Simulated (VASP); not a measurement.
# TiCo (P4mm) in VASP: single point with PBEsol

Aim: the single point of TiCo with PBEsol.

All numbers are computed with VASP 6.6.1; they aren't measurements. Logs are shortened: lines on timing, memory, paths and dates and some standing lists are left out, and cuts for length are marked.

## 1. The cell of the first run

The structure is tetragonal, space group P4mm (No. 99). Conventional cell: a = 2.986 Å, b = 2.986 Å, c = 2.986 Å, α = 90.00°, β = 90.00°, γ = 90.00°. Within 3.4 Å of Ti (site symmetry 4mm) lie 8 Co at 2.54 to 2.63 Å and 6 Ti at 2.99 Å. Co (site symmetry 4mm) has 8 Ti at 2.54 to 2.63 Å and 6 Co at 2.99 Å within 3.4 Å.

## 2. Single point, PBEsol, collinear spin, ferromagnetic start (all Ti atoms moved +0.075 Å, as atom 1 along Cartesian [0 0 1])

INCAR

```
SYSTEM = TiCo
PREC     = Accurate       ! precision mode
ENCUT    = 520            ! plane-wave cutoff, eV
EDIFF    = 1E-6           ! SCF threshold, eV
ISMEAR   = 0              ! smearing method
SIGMA    = 0.15           ! smearing width, eV
LREAL    = .False.        ! projectors in reciprocal space
LASPH    = .True.         ! aspherical terms in the spheres
NELM     = 150            ! most SCF steps
ALGO     = Fast           ! electronic algorithm
ISIF     = 2              ! what is computed and relaxed
LWAVE    = .False.        ! write WAVECAR
LCHARG   = .False.        ! write CHGCAR
ISPIN    = 2              ! spin polarisation
MAGMOM   = 0 0.4          ! initial moments
LORBIT   = 11             ! projections on sites
LMAXMIX  = 4              ! l up to which the mixer works
GGA      = PS             ! functional
NBANDS   = 22             ! bands
```

KPOINTS

```
regular mesh
0
Gamma
  16 16 16
  0 0 0
```

POSCAR

```
TiCo
1.0
    2.9861109900      0.0000000000      0.0000000000
    0.0000000000      2.9861109900      0.0000000000
    0.0000000000      0.0000000000      2.9861109900
Ti Co
1 1
Direct
    0.0000000000      0.0000000000      0.0251162801
    0.5000000000      0.5000000000      0.5000000000
```

Potentials or basis: VASP PAW PBE potentials, release 64 (Ti_sv, Co).

Command:

```console
cat potpaw_PBE.64/Ti_sv/POTCAR potpaw_PBE.64/Co/POTCAR > POTCAR
mpirun -np 1 vasp_std > vasp.out
```

OUTCAR:

```text
SYSTEM = TiCo
   PREC = Accurate
   ENCUT = 520
   EDIFF = 1E-6
   ISMEAR = 0
   LREAL = .False.
   LASPH = .True.
   NELM = 150
   ISIF = 2
   ISPIN = 2
   LORBIT = 11
   GGA = PS

 ion  position               nearest neighbor table
   1  0.000  0.000  0.025-   2 2.54   2 2.54   2 2.54   2 2.54   2 2.63   2 2.63   2 2.63   2 2.63

   2  0.500  0.500  0.500-   1 2.54   1 2.54   1 2.54   1 2.54   1 2.63   1 2.63   1 2.63   1 2.63

  LATTYP: Found a simple cubic cell.
 ALAT       =     2.9861109900

  Lattice vectors:

 A1 = (   2.9861109900,   0.0000000000,   0.0000000000)
 A2 = (   0.0000000000,   2.9861109900,   0.0000000000)
 A3 = (   0.0000000000,   0.0000000000,   2.9861109900)

Analysis of symmetry for initial positions (statically):
=====================================================================
 Subroutine PRICEL returns:
 Original cell was already a primitive cell.

 Routine SETGRP: Setting up the symmetry group for a
 simple cubic supercell.

 Subroutine GETGRP returns: Found  8 space group operations
 (whereof  8 operations were pure point group operations)
 out of a pool of 48 trial point group operations.

The static configuration has the point symmetry C_4v.

Analysis of symmetry for dynamics (positions and initial velocities):
=====================================================================
 Subroutine PRICEL returns:
 Original cell was already a primitive cell.

 Routine SETGRP: Setting up the symmetry group for a
 simple cubic supercell.

 Subroutine GETGRP returns: Found  8 space group operations
 (whereof  8 operations were pure point group operations)
 out of a pool of 48 trial point group operations.

The dynamic configuration has the point symmetry C_4v.

Analysis of structural, dynamic, and magnetic symmetry:
=====================================================================
 Subroutine PRICEL returns:
 Original cell was already a primitive cell.

 Routine SETGRP: Setting up the symmetry group for a
 simple cubic supercell.

 Subroutine GETGRP returns: Found  8 space group operations
 (whereof  8 operations were pure point group operations)
 out of a pool of 48 trial point group operations.

The overall configuration has the point symmetry C_4v.

 Subroutine INISYM returns: Found  8 space group operations
 (whereof  8 operations are pure point group operations),
 and found     1 'primitive' translations

----------------------------------------------------------------------------------------

                                     Primitive cell

  volume of cell :      26.6267

  direct lattice vectors                    reciprocal lattice vectors
     2.986110990  0.000000000  0.000000000     0.334883735  0.000000000  0.000000000
     0.000000000  2.986110990  0.000000000     0.000000000  0.334883735  0.000000000
     0.000000000  0.000000000  2.986110990     0.000000000  0.000000000  0.334883735

  length of vectors
     2.986110990  2.986110990  2.986110990     0.334883735  0.334883735  0.334883735

  position of ions in fractional coordinates (direct lattice)
     0.000000000  0.000000000  0.025116280
     0.500000000  0.500000000  0.500000000

  ion indices of the primitive-cell ions
   primitive index   ion index
                 1           1
                 2           2

----------------------------------------------------------------------------------------

 KPOINTS: regular mesh

Automatic generation of k-mesh.
 Grid dimensions read from file:
 generate k-points for:   16   16   16

 Generating k-lattice:

  Cartesian coordinates                     Fractional coordinates (reciprocal lattice)
     0.020930233  0.000000000  0.000000000     0.062500000  0.000000000  0.000000000
     0.000000000  0.020930233  0.000000000     0.000000000  0.062500000  0.000000000
     0.000000000  0.000000000  0.020930233     0.000000000  0.000000000  0.062500000

  Length of vectors
     0.020930233  0.020930233  0.020930233

  Shift w.r.t. Gamma in fractional coordinates (k-lattice)
     0.000000000  0.000000000  0.000000000

 Subroutine IBZKPT returns following result:
 ===========================================

 Found    405 irreducible k-points:

 Following reciprocal coordinates:
            Coordinates               Weight
  0.000000  0.000000  0.000000      1.000000
  0.062500  0.000000  0.000000      4.000000
  0.000000  0.000000  0.062500      2.000000
  0.125000  0.000000  0.000000      4.000000
  0.000000  0.000000  0.125000      2.000000
  0.187500  0.000000  0.000000      4.000000
[... 16 lines left out ...]
  0.187500  0.062500  0.000000      8.000000
  0.000000  0.187500  0.062500      8.000000
 [... further k-points ...]
   k-points           NKPTS =    405   k-points in BZ     NKDIM =    405   number of bands    NBANDS=     22
   number of dos      NEDOS =    301   number of ions     NIONS =      2
   total plane-waves  NPLWV =  13824
   dimension x,y,z NGX =    24 NGY =   24 NGZ =   24
   dimension x,y,z NGXF=    48 NGYF=   48 NGZF=   48
   ions per type =               1   1
   NGX,Y,Z   is equivalent  to a cutoff of  13.36, 13.36, 13.36 a.u.
   NGXF,Y,Z  is equivalent  to a cutoff of  26.72, 26.72, 26.72 a.u.
 SYSTEM =  TiCo
   PREC   = accura    normal or accurate (medium, high low for compatibility)
   ISTART =      0    job   : 0-new  1-cont  2-samecut
   ICHARG =      2    charge: 1-file 2-atom 10-const
   ISPIN  =      2    spin polarized calculation?
   LNONCOLLINEAR =      F non collinear calculations
   LSORBIT =      F    spin-orbit coupling
   LASPH  =      T    aspherical Exc in radial PAW
   ENCUT  =  520.0 eV  38.22 Ry    6.18 a.u.   5.55  5.55  5.55*2*pi/ulx,y,z
   NELM   =    150;   NELMIN=  2; NELMDL= -5     # of ELM steps
   EDIFF  = 0.1E-05   stopping-criterion for ELM
   LREAL  =      F    real-space projection
   EDIFFG = 0.1E-04   stopping-criterion for IOM
   NSW    =      0    number of steps for IOM
   IBRION =     -1    ionic relax: 0-MD 1-quasi-New 2-CG
   NFREE  =      0    steps in history (QN), initial steepest desc. (CG)
   ISIF   =      2    stress and relaxation
   ISYM   =      2    0-nonsym 1-usesym 2-fastsym
   POTIM  = 0.5000    time-step for ionic-motion
   TEBEG  =    0.0;   TEEND  =   0.0 temperature during run
   PSTRESS=    0.0 pullay stress
   NELECT =      21.0000    total number of electrons
   NUPDOWN=      -1.0000    fix difference up-down
   EMIN   =  10.00;   EMAX   =-10.00  energy-range for DOS
   EFERMI =   0.00;   METHOD = LEGACY
   ISMEAR =     0;   SIGMA  =   0.15  broadening in eV -4-tet -1-fermi 0-gaus
   EFERMI_NEDOS =   21; number of points for ismear=-14 and -15
   IALGO  =     68    algorithm
   IMIX   =      4    mixing-type and parameters
     AMIX     =   0.40;   BMIX     =  1.00
     AMIX_MAG =   1.60;   BMIX_MAG =  1.00
  volume/ion in A,a.u.               =      13.31        89.84
  Fermi-wavevector in a.u.,A,eV,Ry     =   1.512546  2.858298 31.127355  2.287796
  Thomas-Fermi vector in A             =   2.622456
   LORBIT       =     11    0 simple, 1 ext, 2 COOP (PROOUT), +10 PAW based schemes
   GGA     = PS    functional components
   LHFCALC =     F    Hartree Fock is set to
   AEXX    =    0.0000 exact exchange contribution
   IVDW    =     0    specifies the selected vdW correction
   LEPSILON=     F    determine dielectric tensor
   LRPA    =     F    only Hartree local field effects (RPA)
 spin polarized calculation
 RMM-DIIS sequential band-by-band and
 Gauss-broadening in eV      SIGMA  =   0.15
  energy-cutoff  :      520.00
  volume of cell :       26.63
 maximum number of plane-waves:       739
 NGX is ok and might be reduce to    24
   NGX = 11   NGY = 11   NGZ = 11

 number of electron      20.9999985 magnetization       0.7659313

 Free energy of the ion-electron system (eV)
  ---------------------------------------------------
  ext. energy  EPLUGINS =         0.00000000
  ---------------------------------------------------
  free energy    TOTEN  =       -16.86628945 eV

  energy without entropy =      -16.84185195  energy(sigma->0) =      -16.85407070

 E-fermi :   9.7611     XC(G=0): -12.7313

 val. band max:        9.7609488056   @ k =   0.4375   0.4375   0.3750
 cond. band min:       9.7611455529   @ k =   0.1250   0.0000   0.3750
 fundamental gap:      0.0001967473
 Fermi energy:         9.7611069839

 spin component 1

 k-point     1 :       0.0000    0.0000    0.0000
  band No.  band energies     occupation
      1     -47.1529      1.00000
      2     -23.3455      1.00000
      3     -23.3442      1.00000
      4     -23.3442      1.00000
      5       2.0646      1.00000
      6       5.6538      1.00000
[... 14 lines left out ...]
     21      28.9875      0.00000
     22      30.7099      0.00000
[... 552 lines left out ...]
  band No.  band energies     occupation
      1     -47.1417      1.00000
      2     -23.4381      1.00000
      3     -23.3499      1.00000
      4     -23.3364      1.00000
      5       2.8166      1.00000
      6       5.9484      1.00000
[... 14 lines left out ...]
     21      29.1645      0.00000
     22      30.3721      0.00000

 [... further k-points ...]

 spin component 2

 k-point     1 :       0.0000    0.0000    0.0000
  band No.  band energies     occupation
      1     -47.1603      1.00000
      2     -23.3533      1.00000
      3     -23.3532      1.00000
      4     -23.3532      1.00000
      5       2.0820      1.00000
      6       6.1971      1.00000
[... 14 lines left out ...]
     21      29.9716      0.00000
     22      30.6448      0.00000
[... 552 lines left out ...]
  band No.  band energies     occupation
      1     -47.1491      1.00000
      2     -23.4478      1.00000
      3     -23.3578      1.00000
      4     -23.3454      1.00000
      5       2.8359      1.00000
      6       6.5098      1.00000
[... 14 lines left out ...]
     21      29.1128      0.00000
     22      30.3431      0.00000

 [... further k-points ...]

------------------------ aborting loop because EDIFF is reached ----------------------------------------

  FORCE on cell =-STRESS in cart. coord.  units (eV):
  Direction    XX          YY          ZZ          XY          YZ          ZX
  --------------------------------------------------------------------------------------
  -------------------------------------------------------------------------------------
  Total       -1.3191622     -1.3191622     -1.3457399      0.0000000      0.0000000      0.0000000
  in kB      -79.3763194    -79.3763194    -80.9755466      0.0000000      0.0000000      0.0000000
  external PRESSURE =     -79.9093952 kB  Pullay stress =       0.0000000 kB

 VOLUME and BASIS-vectors are now :
 -----------------------------------------------------------------------------
  energy-cutoff  :      520.00
  volume of cell :       26.63
      direct lattice vectors                 reciprocal lattice vectors
     2.986110990  0.000000000  0.000000000     0.334883735  0.000000000  0.000000000
     0.000000000  2.986110990  0.000000000     0.000000000  0.334883735  0.000000000
     0.000000000  0.000000000  2.986110990     0.000000000  0.000000000  0.334883735

 POSITION                                       TOTAL-FORCE (eV/Angst)
 -----------------------------------------------------------------------------------
      0.00000      0.00000      0.07500        -0.000000      0.000000     -0.327370
      1.49306      1.49306      1.49306         0.000000     -0.000000      0.327370
 -----------------------------------------------------------------------------------
    total drift:                                0.000000      0.000000     -0.000230

  FREE ENERGIE OF THE ION-ELECTRON SYSTEM (eV)
  ---------------------------------------------------
  free  energy   TOTEN  =       -16.8662894468 eV

  energy  without entropy=      -16.8418519546  energy(sigma->0) =      -16.85407070

 total charge

# of ion       s       p       d       tot
------------------------------------------
    1        2.249   6.181   1.859  10.290
    2        0.525   0.456   7.312   8.293
--------------------------------------------------
tot          2.774   6.638   9.171  18.583

 magnetization (x)

# of ion       s       p       d       tot
------------------------------------------
    1       -0.002  -0.010  -0.011  -0.023
    2        0.026  -0.002   0.799   0.823
--------------------------------------------------
tot          0.024  -0.012   0.788   0.800
```

Wall time 9.3 min (1 thread of AMD EPYC 9R45 (Zen 5), shared host); peak memory 0.42 GiB.

Results:

```
Free energy                                           : -16.8663 eV
Pressure                                              : -8.0 GPa
Largest force                                         : 0.327 eV/Å
Net moment                                            : 0.77 μB per cell
Site moments                                          : Ti -0.02; Co +0.82 μB
Valence electrons inside the program's atomic spheres : Ti 10.29; Co 8.29
```

Forces in eV/Å, atoms in the order of the input:
```
Ti   0.000  0.000 -0.327
Co   0.000  0.000  0.327
```

Caveat: the cell differs from its parent crystal (all Ti atoms moved +0.075 Å, as atom 1 along Cartesian [0 0 1]); the cell stands under tension; the PAW data sets were made with another functional, which shifts forces and pressure a little.
